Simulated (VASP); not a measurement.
Wanted: the native input for a VASP 6.6.1 run.

```yaml
Task: single point
Functional: LDA
Potentials_or_basis: VASP PAW LDA potentials, release 64 (Zr_sv, B)
Cutoff: 520 eV
k_mesh: 16 × 16 × 16
Occupations: gaussian, width 0.15 eV
Spin: no spin polarisation
Dipole_correction: no
Further_INCAR_settings: ALGO = Normal; EDIFF = 1e-06; NBANDS = 14
```

The structure of ZrB lies in POSCAR:

```
ZrB
1.0
    0.0000000000      2.4153850465      2.4153850465
    2.4153850465      0.0000000000      2.4153850465
    2.4153850465      2.4153850465      0.0000000000
Zr B
1 1
Direct
    0.0000000000      0.0000000000      0.0000000000
    0.5000000000      0.5000000000      0.5000000000
```

These files were run (other wordings do the same):

INCAR

```
PREC = Accurate ; ENCUT = 520
EDIFF = 1E-6 ; ISMEAR = 0
SIGMA = 0.15 ; LREAL = F
LASPH = T ; NELM = 60
ALGO = Normal ; ISIF = 2
LWAVE = F ; LCHARG = F
GGA = CA ; NBANDS = 14
```

KPOINTS

```
regular mesh
0
Gamma
  16 16 16
```

Potentials or basis: VASP PAW LDA potentials, release 64 (Zr_sv, B).

The run is started by

```bash
$ cat potpaw_LDA.64/Zr_sv/POTCAR potpaw_LDA.64/B/POTCAR > POTCAR
$ mpirun -np 1 vasp_std > vasp.out
```

It gave:

```json
{
 "Pressure": "0.4 GPa"
}
```

Run time: 81 s on 1 thread of AMD EPYC 7R43 64-Core Processor (Zen 3), with other jobs on the host, peak memory 0.14 GiB.
